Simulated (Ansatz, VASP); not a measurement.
## Te: VASP beside Ansatz

```
CELL_PARAMETERS angstrom
4.86879 0.00000 0.00000
-2.43439 4.21649 0.00000
0.00000 0.00000 9.96883
ATOMIC_POSITIONS crystal
Te 0.33333 0.66667 0.46063
Te 0.66667 0.33333 0.96063
Te 0.66667 0.33333 0.53937
Te 0.33333 0.66667 0.03937
```

Alike in both runs: functional PBEsol; k mesh 6 × 6 × 2; occupations gaussian, width 0.1 eV; no spin polarisation.

Ansatz relaxed the structure, and its values are those at the end. VASP's run is a single point on that final structure, the one shown.

|  | VASP | Ansatz |
| --- | --- | --- |
| version | VASP 6.6.1 | Ansatz 0.2.0 |
| potentials or method | VASP PAW PBE potentials, release 64 (Te), cutoff 520 eV | scalar-relativistic, plane waves, PAW |
| valence electrons in the cell | 24 | 64 |

```tsv
	VASP	Ansatz	Ansatz less VASP
gap on the k mesh at the Fermi level (eV)	none	none	-
pressure (GPa)	0.0	0.0	-0.04
rms of the force components (eV/Å)	0.009	0.016	+0.0067
```

VASP's potentials were made for PBE, not for PBEsol. A gap of «none» marks a metal or a gap that the smearing closes. VASP's potentials hold 24 valence electrons a cell and Ansatz's 64, so a difference there can come from the potentials and not from the codes.

Neither program's run includes spin-orbit coupling.
